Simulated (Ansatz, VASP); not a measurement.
# One calculation of Cd3InO, two programs

```xyz
5
Lattice="4.4895 0.0000 0.0000 0.0000 4.6145 0.0000 0.0000 0.0000 6.1642" Properties=species:S:1:pos:R:3 pbc="T T T"
Cd    0.0000    0.0000    1.1561
Cd    0.0000    0.0000    5.0081
Cd    0.0000    2.3073    0.0000
In    0.0000    2.3073    3.0821
O     2.2447    0.0000    0.0000
```

Alike in both runs: task single point; functional PBE; k mesh 4 × 4 × 4; occupations gaussian, width 0.1 eV; no spin polarisation.

```csv
,VASP,Ansatz
version,VASP 6.6.1,Ansatz 0.2.0
potentials or method,"VASP PAW PBE potentials, release 64 (Cd, In_d, O), cutoff 520 eV","scalar-relativistic, plane waves, PAW"
valence electrons in the cell,55,79
```

Ansatz gave:

| Item | Value |
| --- | --- |
| gap on the k mesh at the Fermi level (eV) | none |
| pressure (GPa) | 8.5 |
| traceless stress, the component that is largest in VASP (GPa) | -15.70 |
| rms of the force components (eV/Å) | 2.243 |

**Question.** Which values does VASP return?

**Answer.** gap on the k mesh at the Fermi level (eV): none; pressure (GPa): 9.2; traceless stress, the component that is largest in VASP (GPa): -16.15; rms of the force components (eV/Å): 2.371.

Atom by atom the forces differ by 0.128 eV/Å (rms over components). A gap of «none» marks a metal or a gap that the smearing closes. VASP's potentials hold 55 valence electrons a cell and Ansatz's 79, so a difference there can come from the potentials and not from the codes.
